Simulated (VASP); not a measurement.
Wanted: the native input for a VASP 6.6.1 run.

```yaml
Task: relaxation of the atoms
Functional: PBE
Potentials_or_basis: VASP PAW PBE potentials, release 64 (Mg, O, H)
Cutoff: 520 eV
k_mesh: 1 × 1 × 1, shifted
Occupations: gaussian, width 0.01 eV
Spin: collinear spin
Fixed_moment: 1 μB
Dipole_correction: no
Further_INCAR_settings: LREAL = Auto; ALGO = Normal; EDIFF = 1e-07; ISYM = -1; IBRION = 2; EDIFFG = -0.03; NSW = 100
```

The structure of Mg27HO26 (a cell with a defect) lies in POSCAR:

```
Mg27HO26
1.0
    0.0000000000      6.3815718500      6.3815718500
    6.3815718500      0.0000000000      6.3815718500
    6.3815718500      6.3815718500      0.0000000000
Mg O H
27 26 1
Direct
    0.0000000000      0.0000000000      0.0000000000
    0.0000000000      0.0000000000      0.3333333300
    0.0000000000      0.0000000000      0.6666666700
    0.0000000000      0.3333333300      0.0000000000
    0.0000000000      0.3333333300      0.3333333300
    0.0000000000      0.3333333300      0.6666666700
    0.0000000000      0.6666666700      0.0000000000
    0.0000000000      0.6666666700      0.3333333300
    0.0000000000      0.6666666700      0.6666666700
    0.3333333300      0.0000000000      0.0000000000
    0.3333333300      0.0000000000      0.3333333300
    0.3333333300      0.0000000000      0.6666666700
    0.3333333300      0.3333333300      0.0000000000
    0.3333333300      0.3333333300      0.3333333300
    0.3333333300      0.3333333300      0.6666666700
    0.3333333300      0.6666666700      0.0000000000
    0.3333333300      0.6666666700      0.3333333300
    0.3333333300      0.6666666700      0.6666666700
    0.6666666700      0.0000000000      0.0000000000
    0.6666666700      0.0000000000      0.3333333300
    0.6666666700      0.0000000000      0.6666666700
    0.6666666700      0.3333333300      0.0000000000
    0.6666666700      0.3333333300      0.3333333300
    0.6666666700      0.3333333300      0.6666666700
    0.6666666700      0.6666666700      0.0000000000
    0.6666666700      0.6666666700      0.3333333300
    0.6666666700      0.6666666700      0.6666666700
    0.1666666700      0.1666666700      0.1666666700
    0.1666666700      0.1666666700      0.5000000000
    0.1666666700      0.1666666700      0.8333333300
    0.1666666700      0.5000000000      0.1666666700
    0.1666666700      0.5000000000      0.5000000000
    0.1666666700      0.5000000000      0.8333333300
    0.1666666700      0.8333333300      0.1666666700
    0.1666666700      0.8333333300      0.5000000000
    0.1666666700      0.8333333300      0.8333333300
    0.5000000000      0.1666666700      0.1666666700
    0.5000000000      0.1666666700      0.5000000000
    0.5000000000      0.1666666700      0.8333333300
    0.5000000000      0.5000000000      0.1666666700
    0.5000000000      0.5000000000      0.8333333300
    0.5000000000      0.8333333300      0.1666666700
    0.5000000000      0.8333333300      0.5000000000
    0.5000000000      0.8333333300      0.8333333300
    0.8333333300      0.1666666700      0.1666666700
    0.8333333300      0.1666666700      0.5000000000
    0.8333333300      0.1666666700      0.8333333300
    0.8333333300      0.5000000000      0.1666666700
    0.8333333300      0.5000000000      0.5000000000
    0.8333333300      0.5000000000      0.8333333300
    0.8333333300      0.8333333300      0.1666666700
    0.8333333300      0.8333333300      0.5000000000
    0.8333333300      0.8333333300      0.8333333300
    0.5000000000      0.5000000000      0.5000000000
```

These files were run (other wordings do the same):

INCAR

```
PREC     = Accurate       # precision mode
ENCUT    = 520            # plane-wave cutoff, eV
EDIFF    = 1E-7           # SCF threshold, eV
ISMEAR   = 0              # smearing method
SIGMA    = 0.01           # smearing width, eV
LREAL    = Auto         
LASPH    = True           # aspherical terms in the spheres
NELM     = 200            # most SCF steps
ALGO     = Normal         # electronic algorithm
ISIF     = 2              # what is computed and relaxed
LWAVE    = False          # write WAVECAR
LCHARG   = False          # write CHGCAR
ISPIN    = 2              # spin polarisation
MAGMOM   = 0.01 0.01 0.01 0.01 0.01 0.01 0.01 0.01 0.01 0.01 0.01 0.01 0.01 0.01 0.01 0.01 0.01 0.01 0.01 0.01 0.01 0.01 0.01 0.01 0.01 0.01 0.01 0.01 0.01 0.01 0.01 0.01 0.01 0.01 0.01 0.01 0.01 0.01 0.01 0.01 0.01 0.01 0.01 0.01 0.01 0.01 0.01 0.01 0.01 0.01 0.01 0.01 0.01 0.03 # initial moments
LORBIT   = 11             # projections on sites
NUPDOWN  = 1.0            # fixed moment
GGA      = PE             # functional
IBRION   = 2              # ionic algorithm
NSW      = 100            # ionic steps
EDIFFG   = -0.03          # ionic threshold
GGA_COMPAT= False        
NELMIN   = 4            
ISYM     = -1           
KPAR     = 1
```

KPOINTS

```
explicit points
1
Reciprocal
  0.25000000   0.25000000   0.25000000 1
```

Potentials or basis: VASP PAW PBE potentials, release 64 (Mg, O, H).

Command:

```bash
$ cat potpaw_PBE.64/Mg/POTCAR potpaw_PBE.64/O/POTCAR potpaw_PBE.64/H/POTCAR > POTCAR
$ mpirun -np 4 vasp_std > vasp.out
```

Results of the run:

```json
{
 "Energy gained by relaxing": "9.2 meV/atom",
 "Ionic steps": "6",
 "Pressure after relaxing": "2.3 GPa",
 "Largest force after relaxing": "0.021 eV/Å",
 "Net moment": "1.00 μB per cell",
 "Valence electrons inside the program's atomic spheres": "Mg 0.40, 0.39 (each value once); O 5.09, 5.10, 5.08 (each value once); H 0.56"
}
```

Caveat: the total moment is fixed, so each spin has its own Fermi level and the state may be an excited one.

Run time: 5 min on 4 MPI ranks on Intel(R) Xeon(R) 6975P-C (Granite Rapids) (shared host), peak memory 0.43 GiB a rank.
